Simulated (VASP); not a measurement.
# AgCl (Chlorargyrite) (Fm-3m) in VASP: notebook, part 2 of 2

VASP 6.6.1. The steps go on from the part before.

### Step 3. Single point, PBE (volume changed by -3%)

Contents of INCAR:

```
SYSTEM = AgCl
PREC = Accurate
ENCUT = 520
EDIFF = 1E-6
ISMEAR = 0
SIGMA = 0.01
LREAL = .False.
LASPH = .True.
NELM = 80
ALGO = Normal
ISIF = 2
LWAVE = .False.
LCHARG = .True.
GGA = PE
LELF = .True.
LVHAR = .True.
NBANDS = 16
```

Contents of KPOINTS:

```
Automatic mesh
0
Gamma
  6 6 6
  0 0 0
```

Contents of POSCAR:

```
AgCl
1.0
    0.0000000000      2.7770032299      2.7770032299
    2.7770032299      0.0000000000      2.7770032299
    2.7770032299      2.7770032299      0.0000000000
Ag Cl
1 1
Direct
    0.0000000000      0.0000000000      0.0000000000
    0.5000000000      0.5000000000      0.5000000000
```

Potentials or basis: VASP PAW PBE potentials, release 64 (Ag, Cl).

On the command line:

```bash
$ cat potpaw_PBE.64/Ag/POTCAR potpaw_PBE.64/Cl/POTCAR > POTCAR
$ mpirun -np 1 vasp_std > vasp.out
```

OUTCAR:

```text
SYSTEM = AgCl
   PREC = Accurate
   ENCUT = 520
   EDIFF = 1E-6
   ISMEAR = 0
   LREAL = .False.
   LASPH = .True.
   NELM = 80
   ISIF = 2
   GGA = PE

 ion  position               nearest neighbor table
   1  0.000  0.000  0.000-   2 2.78   2 2.78   2 2.78   2 2.78   2 2.78   2 2.78
   2  0.500  0.500  0.500-   1 2.78   1 2.78   1 2.78   1 2.78   1 2.78   1 2.78

  LATTYP: Found a face centered cubic cell.
 ALAT       =     5.5540064598

  Lattice vectors:

 A1 = (   0.0000000000,   2.7770032299,   2.7770032299)
 A2 = (   2.7770032299,   0.0000000000,   2.7770032299)
 A3 = (   2.7770032299,   2.7770032299,   0.0000000000)

Analysis of symmetry for initial positions (statically):
=====================================================================
 Subroutine PRICEL returns:
 Original cell was already a primitive cell.

 Routine SETGRP: Setting up the symmetry group for a
 face centered cubic supercell.

 Subroutine GETGRP returns: Found 48 space group operations
 (whereof 48 operations were pure point group operations)
 out of a pool of 48 trial point group operations.

The static configuration has the point symmetry O_h .

Analysis of symmetry for dynamics (positions and initial velocities):
[... 153 lines left out ...]
 val. band max:        3.7650159897   @ k =   0.5000   0.0000   0.0000
 cond. band min:       4.6747391327   @ k =   0.0000   0.0000   0.0000
 fundamental gap:      0.9097231430
 Fermi energy:         3.8229682662

 k-point     1 :       0.0000    0.0000    0.0000
  band No.  band energies     occupation
      1     -11.3550      2.00000
      2       1.3422      2.00000
      3       1.3422      2.00000
      4       1.3422      2.00000
      5       1.3830      2.00000
      6       1.3830      2.00000
[... 281 lines left out ...]
      3      -0.2142      2.00000
      4       0.0859      2.00000
      5       1.6080      2.00000
      6       1.8146      2.00000
[... 8 lines left out ...]
     15      18.0673      0.00000
     16      18.9063      0.00000

------------------------ aborting loop because EDIFF is reached ----------------------------------------

  FORCE on cell =-STRESS in cart. coord.  units (eV):
  Direction    XX          YY          ZZ          XY          YZ          ZX
  --------------------------------------------------------------------------------------
  -------------------------------------------------------------------------------------
  Total        0.3395351      0.3395351      0.3395351      0.0000000      0.0000000     -0.0000000
  in kB       12.7009468     12.7009468     12.7009468      0.0000000      0.0000000     -0.0000000
  external PRESSURE =      12.7009468 kB  Pullay stress =       0.0000000 kB

 VOLUME and BASIS-vectors are now :
 -----------------------------------------------------------------------------
  energy-cutoff  :      520.00
  volume of cell :       42.83
      direct lattice vectors                 reciprocal lattice vectors
     0.000000000  2.777003230  2.777003230    -0.180050205  0.180050205  0.180050205
     2.777003230  0.000000000  2.777003230     0.180050205 -0.180050205  0.180050205
     2.777003230  2.777003230  0.000000000     0.180050205  0.180050205 -0.180050205

 POSITION                                       TOTAL-FORCE (eV/Angst)
 -----------------------------------------------------------------------------------
      0.00000      0.00000      0.00000         0.000000      0.000000      0.000000
      2.77700      2.77700      2.77700        -0.000000     -0.000000     -0.000000
 -----------------------------------------------------------------------------------
    total drift:                               -0.000000      0.000000      0.000000

  FREE ENERGIE OF THE ION-ELECTRON SYSTEM (eV)
  ---------------------------------------------------
  free  energy   TOTEN  =        -5.3955210197 eV

  energy  without entropy=       -5.3955210197  energy(sigma->0) =       -5.39552102
```

OSZICAR:

```text
N       E                     dE             d eps       ncg     rms          rms(c)
DAV:   1     0.104647948070E+03    0.10465E+03   -0.86494E+03   512   0.102E+03
DAV:   2    -0.162496362570E+01   -0.10627E+03   -0.98040E+02   640   0.226E+02
DAV:   3    -0.555142653344E+01   -0.39265E+01   -0.39177E+01   640   0.463E+01
DAV:   4    -0.557938997368E+01   -0.27963E-01   -0.27962E-01   656   0.415E+00
DAV:   5    -0.557976700827E+01   -0.37703E-03   -0.37703E-03   616   0.480E-01    0.608E+00
DAV:   6    -0.540012932417E+01    0.17964E+00   -0.24623E-01   624   0.640E+00    0.396E+00
DAV:   7    -0.539602042778E+01    0.41089E-02   -0.93962E-02   584   0.203E+00    0.196E+00
DAV:   8    -0.539537148210E+01    0.64895E-03   -0.46181E-03   560   0.697E-01    0.298E-01
DAV:   9    -0.539545018366E+01   -0.78702E-04   -0.48480E-04   648   0.274E-01    0.383E-02
DAV:  10    -0.539551730090E+01   -0.67117E-04   -0.96038E-05   608   0.861E-02    0.318E-02
DAV:  11    -0.539552093032E+01   -0.36294E-05   -0.44330E-06   640   0.146E-02    0.375E-03
DAV:  12    -0.539552101970E+01   -0.89380E-07   -0.44720E-07   384   0.552E-03
   1 F= -.53955210E+01 E0= -.53955210E+01  d E =-.542461E-18
```

Run time: 7.9 s. Hardware: 1 thread of AMD EPYC 9R45 (Zen 5), shared host; peak memory 0.14 GiB.

Results:

```yaml
Free_energy: -5.3955 eV
Pressure: 1.3 GPa
Band_gap_on_the_k_mesh: 0.91 eV, indirect (least direct gap 3.21 eV)
```

Levels at points of the mesh, in eV from the valence-band top:
```
           k point  band 5  band 6  band 7  band 8  band 9  band 10  band 11  band 12  band 13  band 14
(0.00, 0.00, 0.00)   -2.38   -2.38   -2.30   -2.30   -2.30     0.91    10.86    10.86    10.86    12.39
(0.50, 0.00, 0.00)   -2.06   -2.06   -1.75    0.00    0.00     4.26     6.51     7.68     7.68    13.57
(0.50, 0.50, 0.00)   -2.74   -2.20   -1.94   -1.94   -1.86     2.39     8.03     8.62    11.49    11.49
```
